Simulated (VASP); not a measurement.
# AlN: relaxation of cell and atoms with LDA

Crystal: AlN.

```xyz
4
Lattice="3.3121 0.0000 0.0000 -1.6561 2.8684 0.0000 0.0000 0.0000 4.1876" Properties=species:S:1:pos:R:3 pbc="T T T"
Al    0.0000    1.9123    3.1407
Al    1.6561    0.9561    1.0469
N     0.0000    1.9123    1.0469
N     1.6561    0.9561    3.1407
```

```
Program                : VASP 6.6.1
Task                   : relaxation of cell and atoms
Functional             : LDA
Potentials or basis    : VASP PAW LDA potentials, release 64 (Al, N)
Cutoff                 : 600 eV
k mesh                 : 6 × 6 × 4
Occupations            : gaussian, width 0.01 eV
Spin                   : no spin polarisation
Target pressure        : 6 GPa
Dipole correction      : no
Further INCAR settings : ALGO = Normal; EDIFF = 1e-06; IBRION = 2; EDIFFG = -0.01; NSW = 80; ISIF = 3
```

| Item | Value |
| --- | --- |
| Relaxed volume | 9.31 Å³/atom |
| Relaxed cell | a = 3.255 Å, b = 3.255 Å, c = 4.057 Å, α = 90.00°, β = 90.00°, γ = 120.00° |
| Space group after relaxing (to 0.05 Å) | P6_3/mmc (No. 194) |
| Energy change on relaxing (the enthalpy is what falls) | -6.4 meV/atom |
| Ionic steps | 9 |
| Pressure after relaxing | 6.0 GPa |
| Band gap on the k mesh | 3.81 eV, direct |

The path:
| step | energy change (eV) | largest force (eV/Å) | pressure (GPa) | volume (Å³) |
| --- | --- | --- | --- | --- |
| 1 | 0.0000 | 0.0000 | -8.33 | 39.78 |
| 2 | 0.2004 | 0.0000 | 24.89 | 34.88 |
| 3 | -0.0251 | 0.0000 | 5.82 | 37.32 |
| 4 | -0.0233 | 0.0000 | 6.12 | 37.27 |
| 5 | -0.0248 | 0.0000 | 6.16 | 37.22 |
| 6 | -0.0244 | 0.0000 | 6.21 | 37.20 |
| 7 | -0.0243 | 0.0000 | 6.21 | 37.20 |
| 8 | -0.0268 | 0.0000 | 5.77 | 37.27 |
| 9 | -0.0255 | 0.0000 | 6.00 | 37.23 |

Final structure:
```
Al N
1.0
     3.25514    0.00000    0.00000
    -1.62757    2.81903    0.00000
     0.00000    0.00000    4.05738
Al N
2 2
Direct
  0.33333 0.66667 0.75000
  0.66667 0.33333 0.25000
  0.33333 0.66667 0.25000
  0.66667 0.33333 0.75000
```

Levels at points of the mesh, in eV from the valence-band top:
| k point | band 5 | band 6 | band 7 | band 8 | band 9 | band 10 | band 11 | band 12 |
| --- | --- | --- | --- | --- | --- | --- | --- | --- |
| (0.00, 0.00, 0.00) | -3.46 | -1.66 | -1.66 | 0.00 | 3.81 | 4.79 | 8.38 | 8.38 |
| (0.50, 0.00, 0.00) | -4.74 | -4.29 | -3.09 | -1.40 | 3.91 | 7.30 | 7.76 | 9.20 |
| (0.00, 0.00, 0.50) | -2.60 | -2.60 | -2.60 | -2.60 | 6.02 | 6.02 | 8.51 | 8.51 |
| (0.50, 0.00, 0.50) | -3.40 | -3.40 | -1.82 | -1.82 | 5.24 | 5.24 | 9.90 | 9.90 |

Run time: 36 s on 1 thread of Intel Xeon 6975P-C, with other jobs on the host, peak memory 0.15 GiB.

Caveat: the cell is relaxed towards a set pressure, so the enthalpy falls and the energy may rise. A k mesh can miss the band edges.
